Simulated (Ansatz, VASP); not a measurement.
**One calculation of N, two programs**

```
N
1.0
    10.00000    0.00000    0.00000
     0.00000   10.50000    0.00000
     0.00000    0.00000   11.00000
N
2
Cartesian
  5.0000 5.2500 4.9501
  5.0000 5.2500 6.0499
```

Alike in both runs: task single point; functional PBEsol; k mesh 1 × 1 × 1; occupations gaussian, width 0.01 eV; no spin polarisation.

```csv
,VASP,Ansatz
version,VASP 6.6.1,Ansatz 0.2.0
potentials or method,"VASP PAW PBE potentials, release 64 (N_h), cutoff 1000 eV","scalar-relativistic, plane waves, PAW"
valence electrons in the cell,10,10
```

```csv
,VASP,Ansatz,Ansatz less VASP
gap on the k mesh at the Fermi level (eV),8.24,8.23,-0.009
rms of the force components (eV/Å),0.132,0.018,-0.1143
```

VASP's potentials were made for PBE, not for PBEsol, and Ansatz warns of the same on its side. Atom by atom the forces differ by 0.150 eV/Å (rms over components). One of these differences is far larger than is usual between the two programs; its cause wasn't traced. The functional is the same, so the differences come from potentials, cutoffs and numerics.
